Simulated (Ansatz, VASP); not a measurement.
## Two plane-wave programs on Te2Mo

INCAR

```
PREC = Accurate
ENCUT = 520
EDIFF = 1E-6
ISMEAR = 1
SIGMA = 0.5
LREAL = False
LASPH = True
NELM = 60
ALGO = Normal
ISIF = 2
LWAVE = False
LCHARG = False
NBANDS = 35
```

Contents of KPOINTS:

```
Automatic mesh
0
Gamma
  6 10 1
```

The input POSCAR:

```
Te2Mo
1.0
    6.3616090156      0.0000000000      0.0000000000
    0.0000000000      3.4804030600      0.0000000000
   -0.0857412231      0.0000000000     36.1758904685
Te Mo
4 2
Direct
    0.0791521300      0.7500000000      0.4434726800
    0.9208478700      0.2500000000      0.5565273200
    0.5707489000      0.2500000000      0.4592964200
    0.4292511000      0.7500000000      0.5407035800
    0.8186524400      0.7500000000      0.5025346300
    0.1813475600      0.2500000000      0.4974653700
```

Input for Ansatz:

```yaml
crystal:
  lattice:
    - [6.3616090156, 0.0, 0.0]
    - [0.0, 3.48040306, 0.0]
    - [-0.0857412231, 0.0, 36.1758904685]
  atoms:
    - { symbol: Te, position: [0.07915213, 0.75, 0.44347268] }
    - { symbol: Te, position: [0.92084787, 0.25, 0.55652732] }
    - { symbol: Te, position: [0.5707489, 0.25, 0.45929642] }
    - { symbol: Te, position: [0.4292511, 0.75, 0.54070358] }
    - { symbol: Mo, position: [0.81865244, 0.75, 0.50253463] }
    - { symbol: Mo, position: [0.18134756, 0.25, 0.49746537] }
basis:
  ecutwfc: 420
kpoints:
  mp_grid: { grid: [6, 10, 1] }
hamiltonian:
  xc: lda
scf:
  occupations: { method: methfessel_paxton, width: 0.5 }
output:
  forces: true
  stress: true
  eigenvalues: true
```

Alike in both runs: task single point; functional LDA; k mesh 6 × 10 × 1; occupations methfessel-paxton of order 1, width 0.5 eV; no spin polarisation.

```csv
,VASP,Ansatz
version,VASP 6.6.1,Ansatz 0.2.0
potentials or method,"VASP PAW LDA potentials, release 64 (Te, Mo_sv), cutoff 520 eV","scalar-relativistic, plane waves, PAW"
valence electrons in the cell,52,92
```

Ansatz gave:

```
gap on the k mesh at the Fermi level (eV) : none
rms of the force components (eV/Å)        : 0.206
```

Question: What did VASP give for the same quantities?

Answer: gap on the k mesh at the Fermi level (eV): none; rms of the force components (eV/Å): 0.186.

LDA's correlation is that of Perdew and Zunger in VASP and of Perdew and Wang (1992) in Ansatz. Atom by atom the forces differ by 0.021 eV/Å (rms over components). A gap of «none» marks a metal or a gap that the smearing closes. VASP's potentials hold 52 valence electrons a cell and Ansatz's 92, so a difference there can come from the potentials and not from the codes.

Spin-orbit coupling is off throughout.
